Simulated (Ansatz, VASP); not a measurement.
# Cd in VASP and in Ansatz

```
Cd
1.0
     0.00000    2.21815    2.21815
     2.21815    0.00000    2.21815
     2.21815    2.21815    0.00000
Cd
1
Direct
  0.00000 0.00000 0.00000
```

Alike in both runs: functional r2SCAN; k mesh 6 × 6 × 6; occupations fermi-dirac, width 0.05 eV; no spin polarisation.

|  | VASP | Ansatz |
| --- | --- | --- |
| version | VASP 6.6.1 | Ansatz 0.2.0 |
| potentials or method | VASP PAW PBE potentials, release 64 (Cd) | Ansatz PAW |
| plane-wave cutoff (eV) | 520 | 500 |
| valence electrons in the cell | 12 | 20 |
| task | single point | projected density of states |

```tsv
	VASP	Ansatz	Ansatz less VASP
gap on the k mesh at the Fermi level (eV)	none	none	-
pressure (GPa)	2.0	1.7	-0.31
```

VASP's potentials were made for PBE, not for r2SCAN. A gap of «none» marks a metal or a gap that the smearing closes. VASP's potentials hold 12 valence electrons a cell and Ansatz's 20, so a difference there can come from the potentials and not from the codes.

The k mesh is coarse, so the values compare programs but aren't converged.
